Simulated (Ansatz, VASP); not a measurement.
One calculation of Al3C4, two programs

```
CELL_PARAMETERS angstrom
4.13960 0.00000 0.00000
0.00000 4.13960 0.00000
0.00000 0.00000 4.78331
ATOMIC_POSITIONS crystal
Al 0.00000 0.00000 0.25995
Al 0.00000 0.00000 0.74005
Al 0.50000 0.50000 0.00000
C 0.32038 0.32038 0.50000
C 0.67962 0.67962 0.50000
C 0.67962 0.32038 0.50000
C 0.32038 0.67962 0.50000
```

Alike in both runs: task single point; functional PBE; k mesh 4 × 4 × 4; occupations gaussian, width 0.1 eV; collinear spin.

|  | VASP | Ansatz |
| --- | --- | --- |
| version | VASP 6.6.1 | Ansatz 0.2.0 |
| potentials or method | VASP PAW PBE potentials, release 64 (Al, C), cutoff 520 eV | scalar-relativistic, plane waves, PAW |
| valence electrons in the cell | 25 | 25 |

|  | VASP | Ansatz | Ansatz less VASP |
| --- | --- | --- | --- |
| gap on the k mesh at the Fermi level (eV) | none | none | - |
| pressure (GPa) | 0.2 | 0.0 | -0.17 |
| traceless stress, the component that is largest in VASP (GPa) | -0.27 | -0.03 | +0.237 |
| rms of the force components (eV/Å) | 0.039 | 0.001 | -0.0383 |
| net moment per atom (μB) | 0.00 | 0.00 | 0.000 |

Atom by atom the forces differ by 0.038 eV/Å (rms over components). A gap of «none» marks a metal or a gap that the smearing closes. Ansatz's warnings: seeded moment not kept.

The k mesh is coarse, so the values compare programs but aren't converged.
